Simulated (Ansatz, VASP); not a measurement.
## CuRu: VASP beside Ansatz

Contents of POSCAR:

```
CuRu
1.0
    2.9790144876      0.0000000000      0.0000000000
    0.0000000000      2.9790144876      0.0000000000
    0.0000000000      0.0000000000      2.9790144876
Cu Ru
1 1
Direct
    0.0000000000      0.0000000000      0.0000000000
    0.5000000000      0.5000000000      0.5000000000
```

The input INCAR.step1:

```
SYSTEM = CuRu
PREC = Accurate
ENCUT = 520
ISMEAR = 0
SIGMA = 0.1
LREAL = .FALSE.
LASPH = .TRUE.
NELM = 100
NBANDS = 20
GGA = PE
ALGO = Normal
EDIFF = 1E-4
LWAVE = .TRUE.
LCHARG = .FALSE.
```

The input INCAR.step2:

```
SYSTEM = CuRu
PREC = Accurate
ENCUT = 520
EDIFF = 1E-7
ISMEAR = 0
SIGMA = 0.1
LREAL = .FALSE.
LASPH = .TRUE.
NELM = 100
ALGO = Normal
ISIF = 2
LWAVE = .FALSE.
LCHARG = .FALSE.
METAGGA = R2SCAN
LMIXTAU = .TRUE.
NBANDS = 20
ISTART = 1
```

The input KPOINTS:

```
regular mesh
0
G
  6 6 6
  0 0 0
```

Input for Ansatz:

```yaml
crystal:
  lattice:
    - [2.9790144876, 0.0, 0.0]
    - [0.0, 2.9790144876, 0.0]
    - [0.0, 0.0, 2.9790144876]
  atoms:
    - { symbol: Cu, position: [0.0, 0.0, 0.0] }
    - { symbol: Ru, position: [0.5, 0.5, 0.5] }
basis:
  ecutwfc: 500
kpoints:
  mp_grid: { grid: [6, 6, 6] }
hamiltonian:
  xc: r2scan
scf:
  occupations: { method: gaussian, width: 0.1 }
  lower_state_search: "off"
output:
  forces: true
  stress: true
  eigenvalues: true
```

Alike in both runs: task single point; functional r2SCAN; k mesh 6 × 6 × 6; occupations gaussian, width 0.1 eV; no spin polarisation.

|  | VASP | Ansatz |
| --- | --- | --- |
| version | VASP 6.6.1 | Ansatz 0.2.0 |
| potentials or method | VASP PAW PBE potentials, release 64 (Cu, Ru_pv), cutoff 520 eV | scalar-relativistic, plane waves, PAW |
| valence electrons in the cell | 25 | 35 |

|  | VASP | Ansatz | Ansatz less VASP |
| --- | --- | --- | --- |
| gap on the k mesh at the Fermi level (eV) | none | none | - |
| pressure (GPa) | -9.8 | -10.5 | -0.76 |

VASP's potentials were made for PBE, not for r2SCAN. A gap of «none» marks a metal or a gap that the smearing closes. VASP's potentials hold 25 valence electrons a cell and Ansatz's 35, so a difference there can come from the potentials and not from the codes.
